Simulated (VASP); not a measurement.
# AlCo (Pm-3m) in VASP: settings compared, part 2 of 2

VASP 6.6.1.

## Step 4: Relaxation of cell and atoms, PBEsol, collinear spin, ferromagnetic start

This run uses another cell than the first one, of 11.21 Å³/atom, 0.996 times its volume.

Input file INCAR:

```
ALGO = Normal
EDIFF = 1E-7
EDIFFG = -0.03
ENCUT = 600
GGA = PS
GGA_COMPAT = False
IBRION = 2
ISIF = 3
ISMEAR = -1
ISPIN = 2
LASPH = True
LCHARG = False
LMAXMIX = 4
LORBIT = 11
LREAL = False
LWAVE = False
MAGMOM = 0 1.8
NELM = 200
NELMIN = 4
NSW = 100
PREC = Accurate
SIGMA = 0.1
```

Input file KPOINTS:

```
k-points
0
Gamma
  10 10 10
```

Input file POSCAR:

```
AlCo
1.0
    2.8194032100      0.0000000000      0.0000000000
    0.0000000000      2.8194032100      0.0000000000
    0.0000000000      0.0000000000      2.8194032100
Al Co
1 1
Direct
    0.0000000000      0.0000000000      0.0000000000
    0.4999999982      0.4999999982      0.4999999982
```

Potentials or basis: VASP PAW PBE potentials, release 64 (Al, Co).

Launch:

```sh
cat potpaw_PBE.64/Al/POTCAR potpaw_PBE.64/Co/POTCAR > POTCAR
mpirun -np 1 vasp_std > vasp.out
```

OUTCAR:

```text
EDIFF = 1E-7
   EDIFFG = -0.03
   ENCUT = 600
   GGA = PS
   IBRION = 2
   ISIF = 3
   ISMEAR = -1
   ISPIN = 2
   LASPH = True
   LORBIT = 11
   LREAL = False
   NELM = 200
   NELMIN = 4
   NSW = 100
   PREC = Accurate

 ion  position               nearest neighbor table
   1  0.000  0.000  0.000-   2 2.44   2 2.44   2 2.44   2 2.44   2 2.44   2 2.44   2 2.44   2 2.44

   2  0.500  0.500  0.500-   1 2.44   1 2.44   1 2.44   1 2.44   1 2.44   1 2.44   1 2.44   1 2.44

  LATTYP: Found a simple cubic cell.
 ALAT       =     2.8194032100

  Lattice vectors:

 A1 = (   2.8194032100,   0.0000000000,   0.0000000000)
 A2 = (   0.0000000000,   2.8194032100,   0.0000000000)
 A3 = (   0.0000000000,   0.0000000000,   2.8194032100)

Analysis of symmetry for initial positions (statically):
=====================================================================
 Subroutine PRICEL returns:
 Original cell was already a primitive cell.

 Routine SETGRP: Setting up the symmetry group for a
 simple cubic supercell.

 Subroutine GETGRP returns: Found 48 space group operations
 (whereof 48 operations were pure point group operations)
 out of a pool of 48 trial point group operations.

The static configuration has the point symmetry O_h .

Analysis of symmetry for dynamics (positions and initial velocities):
=====================================================================
 Subroutine PRICEL returns:
 Original cell was already a primitive cell.

 Routine SETGRP: Setting up the symmetry group for a
 simple cubic supercell.

 Subroutine GETGRP returns: Found 48 space group operations
 (whereof 48 operations were pure point group operations)
 out of a pool of 48 trial point group operations.

The dynamic configuration has the point symmetry O_h .

Analysis of structural, dynamic, and magnetic symmetry:
=====================================================================
 Subroutine PRICEL returns:
 Original cell was already a primitive cell.

 Routine SETGRP: Setting up the symmetry group for a
 simple cubic supercell.

 Subroutine GETGRP returns: Found 48 space group operations
 (whereof 48 operations were pure point group operations)
 out of a pool of 48 trial point group operations.

The overall configuration has the point symmetry O_h .

 Subroutine INISYM returns: Found 48 space group operations
 (whereof 48 operations are pure point group operations),
 and found     1 'primitive' translations

----------------------------------------------------------------------------------------

                                     Primitive cell

  volume of cell :      22.4115

  direct lattice vectors                    reciprocal lattice vectors
     2.819403210  0.000000000  0.000000000     0.354684990  0.000000000  0.000000000
     0.000000000  2.819403210  0.000000000     0.000000000  0.354684990  0.000000000
     0.000000000  0.000000000  2.819403210     0.000000000  0.000000000  0.354684990

  length of vectors
     2.819403210  2.819403210  2.819403210     0.354684990  0.354684990  0.354684990

  position of ions in fractional coordinates (direct lattice)
     0.000000000  0.000000000  0.000000000
     0.499999998  0.499999998  0.499999998

  ion indices of the primitive-cell ions
   primitive index   ion index
                 1           1
                 2           2

----------------------------------------------------------------------------------------

[... 70 lines left out ...]
   LREAL  =      F    real-space projection
   EDIFFG = -.3E-01   stopping-criterion for IOM
   NSW    =    100    number of steps for IOM
   IBRION =      2    ionic relax: 0-MD 1-quasi-New 2-CG
   NFREE  =      1    steps in history (QN), initial steepest desc. (CG)
   ISIF   =      3    stress and relaxation
   ISYM   =      2    0-nonsym 1-usesym 2-fastsym
   POTIM  = 0.5000    time-step for ionic-motion
   TEBEG  =    0.0;   TEEND  =   0.0 temperature during run
   PSTRESS=    0.0 pullay stress
   NELECT =      12.0000    total number of electrons
   NUPDOWN=      -1.0000    fix difference up-down
   EMIN   =  10.00;   EMAX   =-10.00  energy-range for DOS
   EFERMI =   0.00;   METHOD = LEGACY
   ISMEAR =    -1;   SIGMA  =   0.10  broadening in eV -4-tet -1-fermi 0-gaus
   EFERMI_NEDOS =   21; number of points for ismear=-14 and -15
   IALGO  =     38    algorithm
   IMIX   =      4    mixing-type and parameters
     AMIX     =   0.40;   BMIX     =  1.00
     AMIX_MAG =   1.60;   BMIX_MAG =  1.00
  volume/ion in A,a.u.               =      11.21        75.62
  Fermi-wavevector in a.u.,A,eV,Ry     =   1.329366  2.512138 24.044423  1.767215
  Thomas-Fermi vector in A             =   2.458534
   LORBIT       =     11    0 simple, 1 ext, 2 COOP (PROOUT), +10 PAW based schemes
   GGA     = PS    functional components
   LHFCALC =     F    Hartree Fock is set to
   AEXX    =    0.0000 exact exchange contribution
   IVDW    =     0    specifies the selected vdW correction
   LEPSILON=     F    determine dielectric tensor
   LRPA    =     F    only Hartree local field effects (RPA)
 conjugate gradient relaxation of ions
 spin polarized calculation
  energy-cutoff  :      600.00
  volume of cell :       22.41
 maximum number of plane-waves:       768
 NGX is ok and might be reduce to    24
   NGX = 11   NGY = 11   NGZ = 11

--------------------------------------- Ionic step        1  -------------------------------------------

 number of electron      11.9999996 magnetization      -0.0057241

 number of electron      11.9999996 magnetization       0.0001528

 Free energy of the ion-electron system (eV)
  ---------------------------------------------------
  ext. energy  EPLUGINS =         0.00000000
  ---------------------------------------------------
  free energy    TOTEN  =       -13.09580735 eV

  energy without entropy =      -13.06840375  energy(sigma->0) =      -13.08210555

------------------------ aborting loop because EDIFF is reached ----------------------------------------

  FORCE on cell =-STRESS in cart. coord.  units (eV):
  Direction    XX          YY          ZZ          XY          YZ          ZX
  --------------------------------------------------------------------------------------
  -------------------------------------------------------------------------------------
  Total        0.1215735      0.1215735      0.1215735     -0.0000000      0.0000000      0.0000000
  in kB        8.6911606      8.6911606      8.6911606     -0.0000000      0.0000000      0.0000000
  external PRESSURE =       8.6911606 kB  Pullay stress =       0.0000000 kB
[... 63 lines left out ...]
 number of electron      11.9999996 magnetization      -0.0000025

 number of electron      11.9999996 magnetization       0.0000023

 Free energy of the ion-electron system (eV)
  ---------------------------------------------------
  ext. energy  EPLUGINS =         0.00000000
  ---------------------------------------------------
  free energy    TOTEN  =       -13.09606019 eV

  energy without entropy =      -13.06841234  energy(sigma->0) =      -13.08223626

 E-fermi :  10.7694     XC(G=0): -12.5224

 val. band max:       10.7574803844   @ k =   0.5000   0.4000   0.1000
 cond. band min:      10.8818768030   @ k =   0.5000   0.3000   0.0000
 fundamental gap:      0.1243964186
 Fermi energy:        10.7694098328

 spin component 1

 k-point     1 :       0.0000    0.0000    0.0000
  band No.  band energies     occupation
      1      -0.4331      1.00000
      2       7.7120      1.00000
      3       7.7120      1.00000
      4       9.9720      0.99966
      5       9.9720      0.99966
      6       9.9720      0.99966
      7      16.9309      0.00000
      8      16.9309      0.00000
      9      16.9309      0.00000
     10      19.6947      0.00000
     11      19.6947      0.00000
[... 310 lines left out ...]
  band No.  band energies     occupation
      1       1.6231      1.00000
      2       7.0553      1.00000
      3       8.1231      1.00000
      4       9.1931      1.00000
      5       9.2936      1.00000
      6       9.8554      0.99989
      7      12.0039      0.00000
      8      16.9455      0.00000
      9      17.9580      0.00000
     10      21.6102      0.00000
     11      24.7166      0.00000

 [... further k-points ...]

 spin component 2

 k-point     1 :       0.0000    0.0000    0.0000
  band No.  band energies     occupation
      1      -0.4331      1.00000
      2       7.7120      1.00000
      3       7.7120      1.00000
      4       9.9720      0.99966
      5       9.9720      0.99966
      6       9.9720      0.99966
      7      16.9309      0.00000
      8      16.9309      0.00000
      9      16.9309      0.00000
     10      19.6947      0.00000
     11      19.6947      0.00000
[... 351 lines left out ...]
  FREE ENERGIE OF THE ION-ELECTRON SYSTEM (eV)
  ---------------------------------------------------
  free  energy   TOTEN  =       -13.0960601851 eV

  energy  without entropy=      -13.0684123435  energy(sigma->0) =      -13.08223626

 reached required accuracy - stopping structural energy minimisation

 total charge

# of ion       s       p       d       tot
------------------------------------------
    1        0.397   0.441   0.000   0.838
    2        0.447   0.532   7.531   8.510
--------------------------------------------------
tot          0.844   0.973   7.531   9.348

 magnetization (x)

# of ion       s       p       d       tot
------------------------------------------
    1        0.000   0.000   0.000   0.000
    2       -0.000  -0.000  -0.000  -0.000
--------------------------------------------------
tot          0.000   0.000  -0.000  -0.000
```

OSZICAR:

```text
N       E                     dE             d eps       ncg     rms          rms(c)
DAV:   1     0.388930958098E+02    0.38893E+02   -0.56219E+03  2464   0.124E+03
DAV:   2    -0.130068973704E+02   -0.51900E+02   -0.48722E+02  2488   0.195E+02
[... 25 lines left out ...]
DAV:   2    -0.131056140843E+02   -0.56763E-02   -0.14341E-01  2859   0.541E+00    0.762E-01
DAV:   3    -0.130961655825E+02    0.94485E-02   -0.62227E-02  2853   0.361E+00    0.856E-02
DAV:   4    -0.130960622804E+02    0.10330E-03   -0.34178E-04  2703   0.182E-01    0.153E-02
DAV:   5    -0.130960603470E+02    0.19334E-05   -0.15325E-05  3743   0.429E-02    0.455E-03
DAV:   6    -0.130960602407E+02    0.10627E-06   -0.35398E-07  2590   0.770E-03    0.783E-04
DAV:   7    -0.130960601851E+02    0.55637E-07   -0.88448E-09  1349   0.144E-03
   3 F= -.13096060E+02 E0= -.13082236E+02  d E =-.252834E-03  mag=    -0.0000
```

CONTCAR:

```text
AlCo
   1.00000000000000
     2.8234510005545390    0.0000000000000000    0.0000000000000000
    -0.0000000000000000    2.8234510005545390    0.0000000000000000
     0.0000000000000000    0.0000000000000000    2.8234510005545390
  Al              Co
     1     1
Direct
     0.0000000000000000    0.0000000000000000    0.0000000000000000
     0.4999999982000034    0.4999999982000034    0.4999999982000034

  0.00000000E+00  0.00000000E+00  0.00000000E+00
  0.00000000E+00  0.00000000E+00  0.00000000E+00
```

It took 21 s on 1 thread of Intel Xeon 6975P-C (Granite Rapids), shared host; peak memory 0.17 GiB.

What came out:

```yaml
Free_energy: -13.0961 eV
Relaxed_volume: 11.25 Å³/atom
Relaxed_cell: a = 2.823 Å, b = 2.823 Å, c = 2.823 Å, α = 90.00°, β = 90.00°, γ = 90.00°
Space_group_after_relaxing_to_0.05_Å: Pm-3m (No. 221)
Energy_gained_by_relaxing: 0.1 meV/atom
Ionic_steps: 3
Pressure_after_relaxing: 0.0 GPa
Band_gap_on_the_k_mesh: zero (filled and empty bands overlap)
Net_moment: 0.00 μB per cell
Valence_electrons_inside_the_program's_atomic_spheres: Al 0.84; Co 8.51
```

Step by step:
```
step  energy change (eV)  largest force (eV/Å)  pressure (GPa)  volume (Å³)
   1              0.0000                0.0000            0.87        22.41
   2              0.0000                0.0000           -0.87        22.61
   3             -0.0003                0.0000            0.02        22.51
```

Final structure:
```
CELL_PARAMETERS angstrom
2.82345 0.00000 0.00000
0.00000 2.82345 0.00000
0.00000 0.00000 2.82345
ATOMIC_POSITIONS crystal
Al 0.00000 0.00000 0.00000
Co 0.50000 0.50000 0.50000
```

Levels at points of the mesh, in eV from the Fermi level:
Spin up:
```tsv
k point	band 4	band 5	band 6	band 7	band 8	band 9
(0.00, 0.00, 0.00)	-0.80	-0.80	-0.80	6.16	6.16	6.16
(0.50, 0.00, 0.00)	-1.71	-1.71	-0.68	0.23	8.51	10.80
(0.50, 0.50, 0.00)	-2.67	-1.50	-1.50	-0.21	2.54	3.72
(0.50, 0.50, 0.50)	-0.17	-0.17	2.42	2.42	2.42	4.46
```
Spin down:
```csv
k point,band 2,band 3,band 4,band 5,band 6,band 7,band 8,band 9,band 10,band 11
"(0.00, 0.00, 0.00)",-3.06,-3.06,-0.80,-0.80,-0.80,6.16,6.16,6.16,8.93,8.93
"(0.50, 0.00, 0.00)",-6.72,-2.44,-1.71,-1.71,-0.68,0.23,8.51,10.80,10.80,12.02
"(0.50, 0.50, 0.00)",-3.14,-2.67,-2.67,-1.50,-1.50,-0.21,2.54,3.72,13.14,16.14
"(0.50, 0.50, 0.50)",-4.00,-4.00,-0.17,-0.17,2.42,2.42,2.42,4.46,5.58,5.58
```

Caveat: the starting moments collapsed, and a magnetic state may lie lower; the PAW data sets were made with another functional, which shifts forces and pressure a little.

## Step 5: Relaxation of cell and atoms, PBE+D4, collinear spin, ferromagnetic start

This run uses another cell than the first one, of 11.21 Å³/atom, 0.996 times its volume.

Input file INCAR:

```
ALGO = Normal ; EDIFF = 1E-7
EDIFFG = -0.03 ; ENCUT = 600
GGA = PE ; GGA_COMPAT = F
IBRION = 2 ; ISIF = 3
ISMEAR = -1 ; ISPIN = 2
IVDW = 13 ; LASPH = T
LCHARG = F ; LMAXMIX = 4
LORBIT = 11 ; LREAL = F
LWAVE = F ; MAGMOM = 0 1.8
NELM = 200 ; NELMIN = 4
NSW = 100 ; PREC = Accurate
SIGMA = 0.1
```

KPOINTS is that of step 4.

POSCAR is that of step 4.

Launch:

```sh
cat potpaw_PBE.64/Al/POTCAR potpaw_PBE.64/Co/POTCAR > POTCAR
mpirun -np 1 vasp_std > vasp.out
```

Wall time 22 s (1 thread of Intel Xeon 6975P-C (Granite Rapids), shared host); peak memory 0.17 GiB.

Results (log left out):

| Quantity | Value |
| --- | --- |
| Free energy | -12.8935 eV |
| Relaxed volume | 11.24 Å³/atom |
| Relaxed cell | a = 2.822 Å, b = 2.822 Å, c = 2.822 Å, α = 90.00°, β = 90.00°, γ = 90.00° |
| Space group after relaxing (to 0.05 Å) | Pm-3m (No. 221) |
| Energy gained by relaxing | 0.1 meV/atom |
| Ionic steps | 3 |
| Pressure after relaxing | 0.0 GPa |
| Band gap on the k mesh | zero (filled and empty bands overlap) |
| Net moment | 0.00 μB per cell |
| Valence electrons inside the program's atomic spheres | Al 0.84; Co 8.51 |
| Dispersion energy per atom | -0.452 eV |

Step by step:
```tsv
step	energy change (eV)	largest force (eV/Å)	pressure (GPa)	volume (Å³)
1	0.0000	0.0000	0.61	22.41
2	0.0000	0.0000	-0.61	22.55
3	-0.0001	0.0000	0.04	22.48
```

Final structure:
```
Al Co
1.0
     2.82215    0.00000    0.00000
     0.00000    2.82215    0.00000
     0.00000    0.00000    2.82215
Al Co
1 1
Direct
  0.00000 0.00000 0.00000
  0.50000 0.50000 0.50000
```

Levels at points of the mesh, in eV from the Fermi level:
Spin up:
```csv
k point,band 3,band 4,band 5,band 6,band 7,band 8,band 9,band 10
"(0.00, 0.00, 0.00)",-3.05,-0.84,-0.84,-0.84,6.16,6.16,6.16,8.90
"(0.50, 0.00, 0.00)",-2.43,-1.74,-1.74,-0.72,0.24,8.48,10.82,10.82
"(0.50, 0.50, 0.00)",-2.69,-2.69,-1.53,-1.53,-0.20,2.56,3.67,13.14
"(0.50, 0.50, 0.50)",-4.03,-0.17,-0.17,2.43,2.43,2.43,4.43,5.53
```
Spin down:
| k point | band 2 | band 3 | band 4 | band 5 | band 6 | band 7 | band 8 | band 9 | band 10 | band 11 |
| --- | --- | --- | --- | --- | --- | --- | --- | --- | --- | --- |
| (0.00, 0.00, 0.00) | -3.05 | -3.05 | -0.84 | -0.84 | -0.84 | 6.16 | 6.16 | 6.16 | 8.90 | 8.90 |
| (0.50, 0.00, 0.00) | -6.73 | -2.43 | -1.74 | -1.74 | -0.72 | 0.24 | 8.48 | 10.82 | 10.82 | 12.01 |
| (0.50, 0.50, 0.00) | -3.13 | -2.69 | -2.69 | -1.53 | -1.53 | -0.20 | 2.56 | 3.67 | 13.14 | 16.15 |
| (0.50, 0.50, 0.50) | -4.03 | -4.03 | -0.17 | -0.17 | 2.43 | 2.43 | 2.43 | 4.43 | 5.53 | 5.53 |

Caveat: the starting moments collapsed, and a magnetic state may lie lower; pairwise dispersion overbinds metals, which lowers pressure and volume.
